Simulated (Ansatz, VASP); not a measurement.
# AgCl in VASP and in Ansatz

```
Ag Cl
1.0
     3.43397    0.00000    0.00000
     0.00000    3.43397    0.00000
     0.00000    0.00000    3.33095
Ag Cl
1 1
Direct
  0.00000 0.00000 0.00000
  0.50000 0.50000 0.50000
```

Change from the starting cell: zz strain of -3 %, crystal datasets.

Alike in both runs: task electric field gradients; functional PBE; k mesh 9 × 9 × 9; occupations fermi-dirac, width 0.01 eV; no spin polarisation.

|  | VASP | Ansatz |
| --- | --- | --- |
| version | VASP 6.6.1 | Ansatz 0.2.0 |
| potentials or method | VASP PAW PBE potentials, release 64 (Ag, Cl), cutoff 520 eV | all-electron PAW with datasets made for the crystal, scalar-relativistic |

Ansatz gave:

```
gap on the k mesh at the Fermi level (eV)                     : 0.57
pressure (GPa)                                                : 1.4
traceless stress, the component that is largest in VASP (GPa) : 1.06
size of Vzz on the site where it differs most (V/Å²)          : 3.9
```

Q: Which values does VASP return?

A: gap on the k mesh at the Fermi level (eV): 0.57; pressure (GPa): 1.3; traceless stress, the component that is largest in VASP (GPa): 1.07; size of Vzz on the site where it differs most (V/Å²): 2.9.

Ansatz ran all-electron here, and VASP with PAW potentials.
